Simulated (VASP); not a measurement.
Input of a VASP 6.6.1 run:

Contents of INCAR:

```
ALGO = Normal
EDIFF = 1E-7
EDIFFG = -0.01
ENCUT = 500
GGA = PS
GGA_COMPAT = False
IBRION = 2
ISIF = 3
ISMEAR = 1
LASPH = True
LCHARG = False
LREAL = False
LWAVE = False
NELM = 120
NELMIN = 4
NSW = 80
PREC = Accurate
PSTRESS = 200.0
SIGMA = 0.1
```

Contents of KPOINTS:

```
k-points
0
Gamma
  13 13 13
```

POSCAR

```
Na
1.0
    0.0000000000      2.6950000000      2.6950000000
    2.6950000000      0.0000000000      2.6950000000
    2.6950000000      2.6950000000      0.0000000000
Na
1
Direct
    0.0000000000      0.0000000000      0.0000000000
```

Potentials or basis: VASP PAW PBE potentials, release 64 (Na_pv).

Launch:

```console
$ cat potpaw_PBE.64/Na_pv/POTCAR > POTCAR
$ mpirun -np 1 vasp_std > vasp.out
```

(1) What does it give for the relaxed cell?

(2) What does it give for the space group after relaxing (to 0.1 Å)?

Answers

(1) a = 2.950 Å, b = 2.950 Å, c = 2.950 Å, α = 60.00°, β = 60.00°, γ = 60.00°.

(2) Fm-3m (No. 225).
